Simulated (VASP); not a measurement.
# BP (o.bA) (F-43m) in VASP: a series of runs, part 2 of 2

VASP 6.6.1. Earlier steps stand in the parts before.

### Step 4. Single point, PBE

INCAR reads:

```
SYSTEM = BP
PREC = Accurate
ENCUT = 500
EDIFF = 1E-6
ISMEAR = 0
SIGMA = 0.02
LREAL = .False.
LASPH = .True.
NELM = 120
ALGO = Normal
ISIF = 2
LWAVE = .False.
LCHARG = .False.
GGA = PE
NBANDS = 11
GGA_COMPAT = .False.
```

KPOINTS reads:

```
regular mesh
0
Gamma
  10 10 10
  0 0 0
```

POSCAR reads:

```
BP
1.0
    0.0000000000      2.2740784672      2.2740784672
    2.2740784672      0.0000000000      2.2740784672
    2.2740784672      2.2740784672      0.0000000000
B P
1 1
Direct
    0.0000000000      0.0000000000      0.0000000000
    0.2500000000      0.2500000000      0.2500000000
```

Potentials or basis: VASP PAW PBE potentials, release 64 (B, P).

Started as:

```sh
> cat potpaw_PBE.64/B/POTCAR potpaw_PBE.64/P/POTCAR > POTCAR
> mpirun -np 1 vasp_std > vasp.out
```

OUTCAR:

```text
SYSTEM = BP
   PREC = Accurate
   ENCUT = 500
   EDIFF = 1E-6
   ISMEAR = 0
   LREAL = .False.
   LASPH = .True.
   NELM = 120
   ISIF = 2
   GGA = PE

 ion  position               nearest neighbor table
   1  0.000  0.000  0.000-   2 1.97   2 1.97   2 1.97   2 1.97
   2  0.250  0.250  0.250-   1 1.97   1 1.97   1 1.97   1 1.97

  LATTYP: Found a face centered cubic cell.
 ALAT       =     4.5481569344

  Lattice vectors:

 A1 = (   0.0000000000,   2.2740784672,   2.2740784672)
 A2 = (   2.2740784672,   0.0000000000,   2.2740784672)
 A3 = (   2.2740784672,   2.2740784672,   0.0000000000)
[... 512 lines left out ...]
      7      16.7840      0.00000
      8      16.7992      0.00000
      9      21.2763      0.00000
     10      22.5778      0.00000
     11      24.3167      0.00000

 [... further k-points ...]
[... 5 lines left out ...]
  --------------------------------------------------------------------------------------
  -------------------------------------------------------------------------------------
  Total       -0.0289598     -0.0289598     -0.0289598      0.0000000      0.0000000      0.0000000
  in kB       -1.9726958     -1.9726958     -1.9726958      0.0000000      0.0000000      0.0000000
  external PRESSURE =      -1.9726958 kB  Pullay stress =       0.0000000 kB

 VOLUME and BASIS-vectors are now :
 -----------------------------------------------------------------------------
  energy-cutoff  :      500.00
  volume of cell :       23.52
      direct lattice vectors                 reciprocal lattice vectors
     0.000000000  2.274078467  2.274078467    -0.219869282  0.219869282  0.219869282
     2.274078467  0.000000000  2.274078467     0.219869282 -0.219869282  0.219869282
     2.274078467  2.274078467  0.000000000     0.219869282  0.219869282 -0.219869282

 POSITION                                       TOTAL-FORCE (eV/Angst)
 -----------------------------------------------------------------------------------
      0.00000      0.00000      0.00000         0.000000      0.000000      0.000000
      1.13704      1.13704      1.13704        -0.000000     -0.000000     -0.000000
 -----------------------------------------------------------------------------------
    total drift:                                0.000000      0.000000      0.000000

  FREE ENERGIE OF THE ION-ELECTRON SYSTEM (eV)
  ---------------------------------------------------
  free  energy   TOTEN  =       -12.9305776820 eV

  energy  without entropy=      -12.9305776820  energy(sigma->0) =      -12.93057768
```

OSZICAR:

```text
N       E                     dE             d eps       ncg     rms          rms(c)
DAV:   1     0.820933127759E+01    0.82093E+01   -0.38476E+03  1034   0.636E+02
DAV:   2    -0.130628467713E+02   -0.21272E+02   -0.20130E+02  1420   0.105E+02
DAV:   3    -0.136217361157E+02   -0.55889E+00   -0.55756E+00  1305   0.150E+01
DAV:   4    -0.136238721908E+02   -0.21361E-02   -0.21358E-02  1182   0.111E+00
DAV:   5    -0.136238839763E+02   -0.11785E-04   -0.11785E-04  1314   0.814E-02    0.714E+00
DAV:   6    -0.130265568416E+02    0.59733E+00   -0.13722E+00  1163   0.504E+00    0.385E+00
DAV:   7    -0.129377862725E+02    0.88771E-01   -0.22632E-01  1277   0.237E+00    0.132E+00
DAV:   8    -0.129300437318E+02    0.77425E-02   -0.26313E-02  1218   0.923E-01    0.191E-01
DAV:   9    -0.129303686079E+02   -0.32488E-03   -0.71423E-04  1210   0.180E-01    0.121E-01
DAV:  10    -0.129305659145E+02   -0.19731E-03   -0.24763E-04  1151   0.987E-02    0.279E-02
DAV:  11    -0.129305766841E+02   -0.10770E-04   -0.11542E-05  1323   0.225E-02    0.329E-02
DAV:  12    -0.129305776820E+02   -0.99793E-06   -0.45709E-06  1151   0.105E-02
   1 F= -.12930578E+02 E0= -.12930578E+02  d E =-.882409E-21
```

Wall time 6.2 s (1 thread of Intel Xeon Platinum 8488C (Sapphire Rapids), shared host); peak memory 0.14 GiB.

What came out:

| Item | Value |
| --- | --- |
| Free energy | -12.9306 eV |
| Pressure | -0.2 GPa |
| Band gap on the k mesh | 1.25 eV, indirect (least direct gap 3.39 eV) |

A k mesh can miss the band edges.

### Step 5. Relaxation of cell and atoms, PBE

This run uses another cell than the first one, of 11.54 Å³/atom, 0.982 times its volume.

INCAR reads:

```
SYSTEM = BP
PREC = Accurate ; ENCUT = 500
EDIFF = 1E-7 ; ISMEAR = 0
SIGMA = 0.02 ; LREAL = .FALSE.
LASPH = .TRUE. ; NELM = 120
ALGO = Normal ; ISIF = 3
LWAVE = .FALSE. ; LCHARG = .FALSE.
GGA = PE ; IBRION = 2
NSW = 100 ; EDIFFG = -0.002
GGA_COMPAT = .FALSE. ; NELMIN = 4
```

KPOINTS reads:

```
regular mesh
0
G
  10 10 10
  0 0 0
```

POSCAR reads:

```
BP
1.0
    0.0000000000      2.2600000000      2.2600000000
    2.2600000000      0.0000000000      2.2600000000
    2.2600000000      2.2600000000      0.0000000000
B P
1 1
Direct
    0.0000000000      0.0000000000      0.0000000000
    0.2500000000      0.2500000000      0.2500000000
```

Started as:

```sh
> cat potpaw_PBE.64/B/POTCAR potpaw_PBE.64/P/POTCAR > POTCAR
> mpirun -np 1 vasp_std > vasp.out
```

Run time: 16 s. Hardware: 1 thread of Intel Xeon Platinum 8488C (Sapphire Rapids), shared host; peak memory 0.13 GiB.

Results (log left out):

```yaml
Free_energy: -12.9304 eV
Relaxed_volume: 11.75 Å³/atom
Relaxed_cell: a = 3.215 Å, b = 3.215 Å, c = 3.215 Å, α = 60.00°, β = 60.00°, γ = 60.00°
Space_group_after_relaxing_to_0.05_Å: F-43m (No. 216)
Energy_gained_by_relaxing: 1.8 meV/atom
Ionic_steps: 3
Pressure_after_relaxing: 0.0 GPa
Band_gap_on_the_k_mesh: 1.25 eV, indirect (least direct gap 3.39 eV)
```

The path:
```csv
step,energy change (eV),largest force (eV/Å),pressure (GPa),volume (Å³)
1,0.0000,0.0000,2.92,23.09
2,-0.0017,0.0000,-2.03,23.80
3,-0.0037,0.0000,0.01,23.49
```

Final structure:
```
B P
1.0
     0.00000    2.27319    2.27319
     2.27319    0.00000    2.27319
     2.27319    2.27319    0.00000
B P
1 1
Direct
  0.00000 0.00000 0.00000
  0.25000 0.25000 0.25000
```

Levels at points of the mesh, in eV from the valence-band top:
| k point | band 1 | band 2 | band 3 | band 4 | band 5 | band 6 | band 7 | band 8 |
| --- | --- | --- | --- | --- | --- | --- | --- | --- |
| (0.00, 0.00, 0.00) | -15.41 | 0.00 | 0.00 | 0.00 | 3.39 | 3.39 | 3.39 | 7.29 |
| (0.50, 0.00, 0.00) | -12.11 | -8.99 | -1.75 | -1.75 | 3.75 | 4.71 | 4.71 | 10.11 |
| (0.50, 0.50, 0.00) | -10.59 | -8.55 | -4.09 | -4.09 | 1.34 | 1.66 | 12.07 | 12.07 |

A k mesh can miss the band edges.

### Step 6. Summary

| task | cell | k mesh | smearing | gap on the mesh (eV) | pressure (GPa) |
| --- | --- | --- | --- | --- | --- |
| single point | a = 3.216 Å, angles 60.0°, 2 atoms | 10 × 10 × 10 | gaussian 0.02 eV | 1.25 | -0.2 |
| single point | a = 3.196 Å, angles 60.0°, 2 atoms | 8 × 8 × 8 | gaussian 0.1 eV | 1.25 | 2.9 |
| relaxation of cell and atoms | relaxed from a = 3.196 Å, angles 60.0°, 2 atoms | 10 × 10 × 10 | gaussian 0.02 eV | 1.25 | 0.0 |

Alike in all rows: level PBE; potentials or basis VASP PAW PBE potentials, release 64 (B, P); no spin polarisation; cutoff (eV) 500.

Absolute energies hang on the potentials; compare differences alone.
